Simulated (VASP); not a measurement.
Sr2PbSe3:

```
CELL_PARAMETERS angstrom
3.16154 -6.68880 0.00000
3.16154 6.68880 0.00000
0.00000 0.00000 4.97886
ATOMIC_POSITIONS crystal
Sr 0.65497 0.34503 0.50000
Sr 0.34503 0.65497 0.50000
Pb 0.00000 0.00000 0.00000
Se 0.14539 0.85461 0.50000
Se 0.85461 0.14539 0.50000
Se 0.50000 0.50000 0.00000
```

```yaml
Program: VASP 6.6.1
Task: relaxation of cell and atoms
Functional: PBEsol
Potentials_or_basis: VASP PAW PBE potentials, release 64 (Sr_sv, Pb_d, Se)
Cutoff: 600 eV
k_mesh: 4 × 4 × 4
Occupations: fermi-dirac, width 0.03 eV
Spin: no spin polarisation
```

At the start: pressure -0.3 GPa; volume 35.10 Å³/atom.

Q: Where does the relaxation end?

A: Over 15 steps the energy falls by 127.0 meV/atom and the volume is 33.03 Å³/atom (-5.9 %); space group Cmmm (No. 65, to 0.1 Å) before and after.

Step by step:
```tsv
step	energy change (eV)	largest force (eV/Å)	pressure (GPa)	volume (Å³)
1	0.0000	2.1736	-0.26	210.57
2	-0.6637	0.2694	-1.36	208.18
3	-0.6672	0.2848	-1.32	207.92
4	-0.7226	0.3493	0.17	199.18
5	-0.7231	0.3571	0.33	198.35
6	-0.7412	0.2829	0.14	198.61
7	-0.7464	0.2104	-0.01	198.84
8	-0.7587	0.0691	-0.10	198.97
9	-0.7610	0.0199	-0.15	199.06
10	-0.7615	0.0148	0.10	197.84
11	-0.7616	0.0130	0.03	198.20
12	-0.7618	0.0145	0.01	198.20
13	-0.7618	0.0161	-0.01	198.20
14	-0.7618	0.0158	0.00	198.20
15	-0.7618	0.0064	0.00	198.18
```

Final structure:
```cif
data_structure
_symmetry_space_group_name_H-M 'P 1'
_symmetry_Int_Tables_number 1
_cell_length_a 7.7632
_cell_length_b 7.7632
_cell_length_c 4.5468
_cell_angle_alpha 90.000
_cell_angle_beta 90.000
_cell_angle_gamma 133.677
_cell_volume 198.18
loop_
_atom_site_label
_atom_site_type_symbol
_atom_site_fract_x
_atom_site_fract_y
_atom_site_fract_z
_atom_site_occupancy
Sr1 Sr 0.64450 0.35550 0.50000 1
Sr2 Sr 0.35550 0.64450 0.50000 1
Pb1 Pb 0.00000 0.00000 0.00000 1
Se1 Se 0.14569 0.85431 0.50000 1
Se2 Se 0.85431 0.14569 0.50000 1
Se3 Se 0.50000 0.50000 0.00000 1
```

Caveat: the PAW data sets were made with another functional, which shifts forces and pressure a little.
